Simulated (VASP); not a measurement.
## Pd4Pt: single point with PBE

Crystal: Pd4Pt.

```
CELL_PARAMETERS angstrom
4.42137 0.00000 0.00000
-2.21069 3.82902 0.00000
0.00000 0.00000 5.27853
ATOMIC_POSITIONS crystal
Pd 0.33333 0.66667 0.24840
Pd 0.66667 0.33333 0.24840
Pd 0.66667 0.33333 0.75160
Pd 0.33333 0.66667 0.75160
Pt 0.00000 0.00000 0.50000
```

The cell was built from a structure type or drawn by symmetry, and may not be a known phase.

```json
{"Program": "VASP 6.6.1", "Task": "single point", "Functional": "PBE", "Potentials or basis": "VASP PAW PBE potentials, release 64 (Pd, Pt)", "Cutoff": "520 eV", "k mesh": "5 × 5 × 3", "Occupations": "gaussian, width 0.2 eV", "Spin": "no spin polarisation"}
```

```yaml
Pressure: -0.3 GPa
Band_gap_on_the_k_mesh: zero (bands 25 and 26 overlap by 0.68 eV)
```

Forces in eV/Å, atoms in the order of the input:
```
Pd   0.000  0.000  0.003
Pd   0.000  0.000  0.003
Pd   0.000  0.000 -0.003
Pd   0.000  0.000 -0.003
Pt   0.000  0.000  0.000
```

Levels at points of the mesh, in eV from the Fermi level:
```csv
k point,band 22,band 23,band 24,band 25,band 26,band 27,band 28,band 29
"(0.00, 0.00, 0.00)",-0.56,-0.56,0.36,0.36,0.90,1.02,3.84,7.39
```

Run time: 56 s on 1 thread of Intel Xeon 8259CL (shared host), peak memory 0.23 GiB.

Caveat: the k points lie up to 0.40 Å⁻¹ apart, too coarse for converged energies and pressures of a metal; spin-orbit coupling is left out, which moves the levels of the heavy elements.
